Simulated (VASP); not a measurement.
# Bi2Te3 (Tellurobismuthite) (R3m) in VASP: further runs, part 2 of 2

VASP 6.6.1. Earlier steps stand in the parts before.

**3. Single point, PBE**

The input, INCAR:

```
SYSTEM = Bi2Te3
ALGO     = Normal         ! electronic algorithm
EDIFF    = 1E-6           ! SCF threshold, eV
ENCUT    = 520            ! plane-wave cutoff, eV
GGA      = PE             ! functional
ISIF     = 2              ! what is computed and relaxed
ISMEAR   = 0              ! smearing method
LASPH    = .TRUE.         ! aspherical terms in the spheres
LCHARG   = .TRUE.         ! write CHGCAR
LELF     = .TRUE.         ! ELF
LREAL    = .FALSE.        ! projectors in reciprocal space
LVHAR    = .TRUE.       
LWAVE    = .FALSE.        ! write WAVECAR
NBANDS   = 32             ! bands
NELM     = 80             ! most SCF steps
PREC     = Accurate       ! precision mode
SIGMA    = 0.01           ! smearing width, eV
```

The input, KPOINTS:

```
k-points
0
G
  3 3 3
  0 0 0
```

The input, POSCAR:

```
Bi2Te3
1.0
    2.2085000000      1.2750780000      9.9466670000
   -2.2085000000      1.2750780000      9.9466670000
    0.0000000000     -2.5501560000      9.9466670000
Bi Te
2 3
Direct
    0.1880000000      0.1880000000      0.1880000000
    0.5980000000      0.5980000000      0.5980000000
    0.3890000000      0.3890000000      0.3890000000
    0.8000000000      0.8000000000      0.8000000000
    0.0000000000      0.0000000000      0.0000000000
```

Potentials or basis: VASP PAW PBE potentials, release 64 (Bi_d, Te).

The run is started by

```console
> cat potpaw_PBE.64/Bi_d/POTCAR potpaw_PBE.64/Te/POTCAR > POTCAR
> mpirun -np 1 vasp_std > vasp.out
```

OUTCAR:

```text
SYSTEM = Bi2Te3
   EDIFF = 1E-6
   ENCUT = 520
   GGA = PE
   ISIF = 2
   ISMEAR = 0
   LASPH = .TRUE.
   LREAL = .FALSE.
   NELM = 80
   PREC = Accurate

 ion  position               nearest neighbor table
   1  0.188  0.188  0.188-   4 3.03   4 3.03   4 3.03   2 3.43   2 3.43   2 3.43
   2  0.598  0.598  0.598-   5 3.27   5 3.27   5 3.27   1 3.43   1 3.43   1 3.43
   3  0.389  0.389  0.389-   5 3.04   5 3.04   5 3.04   4 3.45   4 3.45   4 3.45
   4  0.800  0.800  0.800-   1 3.03   1 3.03   1 3.03   3 3.45   3 3.45   3 3.45
   5  0.000  0.000  0.000-   3 3.04   3 3.04   3 3.04   2 3.27   2 3.27   2 3.27

  LATTYP: Found a trigonal (rhomboedric) cell.
 ALAT       =    10.2683728295
 COS(alpha) =     0.9074829993

  Lattice vectors:

 A1 = (   2.2085000000,   1.2750780000,   9.9466670000)
 A2 = (  -2.2085000000,   1.2750780000,   9.9466670000)
 A3 = (   0.0000000000,  -2.5501560000,   9.9466670000)

Analysis of symmetry for initial positions (statically):
=====================================================================
 Subroutine PRICEL returns:
 Original cell was already a primitive cell.

 Routine SETGRP: Setting up the symmetry group for a
 trigonal (rhombohedral) supercell.

 Subroutine GETGRP returns: Found  6 space group operations
 (whereof  6 operations were pure point group operations)
 out of a pool of 12 trial point group operations.

The static configuration has the point symmetry C_3v.

Analysis of symmetry for dynamics (positions and initial velocities):
=====================================================================
 Subroutine PRICEL returns:
 Original cell was already a primitive cell.

 Routine SETGRP: Setting up the symmetry group for a
 trigonal (rhombohedral) supercell.

 Subroutine GETGRP returns: Found  6 space group operations
 (whereof  6 operations were pure point group operations)
[... 107 lines left out ...]
   IMIX   =      4    mixing-type and parameters
     AMIX     =   0.40;   BMIX     =  1.00
     AMIX_MAG =   1.60;   BMIX_MAG =  1.00
  volume/ion in A,a.u.               =      33.61       226.82
  Fermi-wavevector in a.u.,A,eV,Ry     =   1.078121  2.037354 15.814668  1.162345
  Thomas-Fermi vector in A             =   2.214051
   LORBIT       =      0    0 simple, 1 ext, 2 COOP (PROOUT), +10 PAW based schemes
   GGA     = PE    functional components
   LHFCALC =     F    Hartree Fock is set to
   AEXX    =    0.0000 exact exchange contribution
   IVDW    =     0    specifies the selected vdW correction
   LEPSILON=     F    determine dielectric tensor
   LRPA    =     F    only Hartree local field effects (RPA)
 non-spin polarized calculation
 Gauss-broadening in eV      SIGMA  =   0.01
  energy-cutoff  :      520.00
  volume of cell :      168.06
 maximum number of plane-waves:      4533
 NGX is ok and might be reduce to    80
   NGX = 39   NGY = 39   NGZ = 39

 number of electron      48.0000001 magnetization

 Free energy of the ion-electron system (eV)
  ---------------------------------------------------
  ext. energy  EPLUGINS =         0.00000000
  ---------------------------------------------------
  free energy    TOTEN  =       -16.95080935 eV

  energy without entropy =      -16.95080903  energy(sigma->0) =      -16.95080919

 E-fermi :   6.3088     XC(G=0):  -9.4024

 val. band max:        6.2789789798   @ k =  -0.3333   0.3333   0.0000
 cond. band min:       6.3357037206   @ k =   0.0000   0.0000   0.0000
 fundamental gap:      0.0567247408
 Fermi energy:         6.3088367383

 k-point     1 :       0.0000    0.0000    0.0000
  band No.  band energies     occupation
      1     -16.7350      2.00000
      2     -16.7350      2.00000
      3     -16.7006      2.00000
      4     -16.7006      2.00000
      5     -16.6911      2.00000
      6     -16.0694      2.00000
[... 199 lines left out ...]
     31      10.4788      0.00000
     32      10.7365      0.00000

------------------------ aborting loop because EDIFF is reached ----------------------------------------

  FORCE on cell =-STRESS in cart. coord.  units (eV):
  Direction    XX          YY          ZZ          XY          YZ          ZX
  --------------------------------------------------------------------------------------
  -------------------------------------------------------------------------------------
  Total        1.7243764      1.7243762      1.2331768      0.0000000      0.0000000      0.0000000
  in kB       16.4391615     16.4391597     11.7563615      0.0000000      0.0000000      0.0000000
  external PRESSURE =      14.8782276 kB  Pullay stress =       0.0000000 kB

 VOLUME and BASIS-vectors are now :
 -----------------------------------------------------------------------------
  energy-cutoff  :      520.00
  volume of cell :      168.06
      direct lattice vectors                 reciprocal lattice vectors
     2.208500000  1.275078000  9.946667000     0.226398008  0.130710958  0.033512063
    -2.208500000  1.275078000  9.946667000    -0.226398008  0.130710958  0.033512063
     0.000000000 -2.550156000  9.946667000     0.000000000 -0.261421916  0.033512063

 POSITION                                       TOTAL-FORCE (eV/Angst)
 -----------------------------------------------------------------------------------
      0.00000      0.00000      5.60992         0.000000     -0.000000      0.686182
      0.00000      0.00000     17.84432         0.000000     -0.000000      0.619905
      0.00000      0.00000     11.60776         0.000000     -0.000000      0.830364
      0.00000      0.00000     23.87200         0.000000      0.000000     -0.751285
      0.00000      0.00000      0.00000         0.000000      0.000000     -1.385166
 -----------------------------------------------------------------------------------
    total drift:                                0.000000      0.000001      0.000016

  FREE ENERGIE OF THE ION-ELECTRON SYSTEM (eV)
  ---------------------------------------------------
  free  energy   TOTEN  =       -16.9508093505 eV

  energy  without entropy=      -16.9508090288  energy(sigma->0) =      -16.95080919
```

OSZICAR:

```text
N       E                     dE             d eps       ncg     rms          rms(c)
DAV:   1     0.431079701846E+03    0.43108E+03   -0.21697E+04   384   0.146E+03
DAV:   2     0.254791347224E+02   -0.40560E+03   -0.38904E+03   408   0.381E+02
DAV:   3    -0.152944472440E+02   -0.40774E+02   -0.39411E+02   496   0.134E+02
DAV:   4    -0.169438446933E+02   -0.16494E+01   -0.16458E+01   424   0.297E+01
DAV:   5    -0.170047269738E+02   -0.60882E-01   -0.60880E-01   584   0.548E+00    0.128E+01
DAV:   6    -0.169453561940E+02    0.59371E-01   -0.81000E-02   456   0.599E+00    0.805E+00
DAV:   7    -0.169526397499E+02   -0.72836E-02   -0.85554E-02   456   0.188E+00    0.526E-01
DAV:   8    -0.169507615042E+02    0.18782E-02   -0.10482E-02   440   0.771E-01    0.339E-01
DAV:   9    -0.169507965043E+02   -0.35000E-04   -0.14432E-03   464   0.302E-01    0.174E-01
DAV:  10    -0.169508123350E+02   -0.15831E-04   -0.23294E-04   440   0.115E-01    0.504E-02
DAV:  11    -0.169508089956E+02    0.33394E-05   -0.55874E-05   440   0.463E-02    0.141E-02
DAV:  12    -0.169508090823E+02   -0.86682E-07   -0.11212E-05   472   0.211E-02    0.115E-02
DAV:  13    -0.169508093505E+02   -0.26817E-06   -0.16272E-06   312   0.867E-03
   1 F= -.16950809E+02 E0= -.16950809E+02  d E =-.321646E-06
```

Wall time 4.4 min (1 thread of Intel Xeon 6975P-C, shared host); peak memory 0.88 GiB.

What came out:

```
Free energy            : -16.9508 eV
Pressure               : 1.5 GPa
Largest force          : 1.385 eV/Å
Band gap on the k mesh : 0.06 eV, indirect (least direct gap 0.32 eV)
```

Forces in eV/Å, atoms in the order of the input:
```
Bi   0.000  0.000  0.686
Bi   0.000  0.000  0.620
Te   0.000  0.000  0.830
Te   0.000  0.000 -0.751
Te   0.000  0.000 -1.385
```

Stress tensor (GPa, compression positive):
```
1.64 0.00 0.00
0.00 1.64 0.00
0.00 0.00 1.18
```

Caveat: the k points lie up to 0.55 Å⁻¹ apart; spin-orbit coupling is left out, which moves the levels of the heavy elements; forces of over 1 eV/Å act on the atoms, so gaps and moduli don't describe the material at rest.
